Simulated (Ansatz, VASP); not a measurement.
## One calculation of ZnS, two programs

The input POSCAR:

```
ZnS
1.0
    0.0000000000      2.6945169062      2.7079894907
    2.6945169062      0.0000000000      2.7079894907
    2.6945169062      2.6945169062      0.0000000000
Zn S
1 1
Direct
    0.7500000000      0.7500000000      0.7500000000
    0.0000000000      0.0000000000      0.0000000000
```

The input INCAR.step1:

```
PREC     = Accurate       # precision mode
ENCUT    = 520            # plane-wave cutoff, eV
ISMEAR   = 0              # smearing method
SIGMA    = 0.01           # smearing width, eV
LREAL    = False          # projectors in reciprocal space
LASPH    = True           # aspherical terms in the spheres
NELM     = 80             # most SCF steps
NBANDS   = 16             # bands
GGA      = PE             # functional
ALGO     = Normal         # electronic algorithm
EDIFF    = 1E-4           # SCF threshold, eV
LWAVE    = True           # write WAVECAR
LCHARG   = False          # write CHGCAR
```

File INCAR.step2:

```
PREC     = Accurate       # precision mode
ENCUT    = 520            # plane-wave cutoff, eV
EDIFF    = 1E-6           # SCF threshold, eV
ISMEAR   = 0              # smearing method
SIGMA    = 0.01           # smearing width, eV
LREAL    = False          # projectors in reciprocal space
LASPH    = True           # aspherical terms in the spheres
NELM     = 80             # most SCF steps
ALGO     = Normal         # electronic algorithm
ISIF     = 2              # what is computed and relaxed
LWAVE    = False          # write WAVECAR
LCHARG   = False          # write CHGCAR
METAGGA  = R2SCAN         # meta-GGA
LMIXTAU  = True         
NBANDS   = 16             # bands
ISTART   = 1
```

Contents of KPOINTS:

```
regular mesh
0
Gamma
  8 8 8
```

Input for Ansatz:

```yaml
crystal:
  lattice:
    - [0.0, 2.69451690615, 2.70798949068]
    - [2.69451690615, 0.0, 2.70798949068]
    - [2.69451690615, 2.69451690615, 0.0]
  atoms:
    - { symbol: Zn, position: [0.75, 0.75, 0.75] }
    - { symbol: S, position: [0.0, 0.0, 0.0] }
kpoints:
  mp_grid: { grid: [8, 8, 8] }
scf:
  occupations: { method: fixed }
  convergence: { dr2_threshold: 1.0e-10 }
hamiltonian:
  xc: r2scan
  pseudopotentials: { kind: paw }
output:
  forces: true
  stress: true
  eigenstates:
    kpoints:
      - [0.0, 0.0, 0.0]
      - [0.5, 0.5, 0.0]
      - [0.5, 0.0, 0.5]
      - [0.0, 0.5, 0.5]
      - [0.0, 0.5, 0.0]
      - [0.5, 0.0, 0.0]
      - [0.0, 0.0, 0.5]
      - [0.5, 0.5, 0.5]
  eigenvalues: true
```

Change from the starting cell: z stretched by +0.5 %, x and y held, PAW files.

Alike in both runs: task single point; functional r2SCAN; k mesh 8 × 8 × 8; no spin polarisation.

```csv
,VASP,Ansatz
version,VASP 6.6.1,Ansatz 0.2.0
potentials or method,"VASP PAW PBE potentials, release 64 (Zn, S)","PAW with Ansatz's default frozen-core files, scalar-relativistic"
plane-wave cutoff (eV),520,500
occupations,"gaussian, width 0.01 eV",fixed
valence electrons in the cell,18,18
```

Ansatz gave:

```
gap on the k mesh at the Fermi level (eV)                     : 2.67
pressure (GPa)                                                : -0.4
traceless stress, the component that is largest in VASP (GPa) : -0.15
```

Problem. What did VASP give for the same quantities?

Solution. gap on the k mesh at the Fermi level (eV): 2.68; pressure (GPa): -0.4; traceless stress, the component that is largest in VASP (GPa): -0.13.

VASP's potentials were made for PBE, not for r2SCAN.
